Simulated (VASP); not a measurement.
Write the native input for VASP 6.6.1 that does the following.

| Quantity | Value |
| --- | --- |
| Task | single point |
| Functional | PBEsol |
| Potentials or basis | VASP PAW PBE potentials, release 64 (Al) |
| Cutoff | 520 eV |
| k mesh | 18 × 18 × 10 |
| Occupations | gaussian, width 0.15 eV |
| Spin | no spin polarisation |
| Dipole correction | no |
| Further INCAR settings | ALGO = Fast; EDIFF = 1e-07; NBANDS = 10 |

The structure of Al lies in POSCAR:

```
Al
1.0
    2.8098000000      0.0000000000      0.0000000000
   -1.4049000000      2.4333581796      0.0000000000
    0.0000000000      0.0000000000      4.5641000000
Al
2
Direct
    0.6666666667      0.3333333333      0.7500000000
    0.3333333333      0.6666666667      0.2500000000
```

These files were run (other wordings do the same):

INCAR

```
PREC = Accurate
ENCUT = 520
EDIFF = 1E-7
ISMEAR = 0
SIGMA = 0.15
LREAL = F
LASPH = T
NELM = 80
ALGO = Fast
ISIF = 2
LWAVE = F
LCHARG = F
GGA = PS
NBANDS = 10
```

KPOINTS

```
regular mesh
0
Gamma
  18 18 10
```

Potentials or basis: VASP PAW PBE potentials, release 64 (Al).

Command:

```sh
$ cat potpaw_PBE.64/Al/POTCAR > POTCAR
$ mpirun -np 1 vasp_std > vasp.out
```

It gave:

The pressure is 3.9 GPa and the band gap on the k mesh is zero (band 3 reaches 12.85 eV, above the bottom of band 4 at 5.25 eV).

Caveat: the PAW data sets were made with another functional, which shifts forces and pressure a little.

It took 40 s on 1 thread of AMD EPYC 9R45 96-Core Processor (Zen 5), on a shared host, peak memory 0.15 GiB.
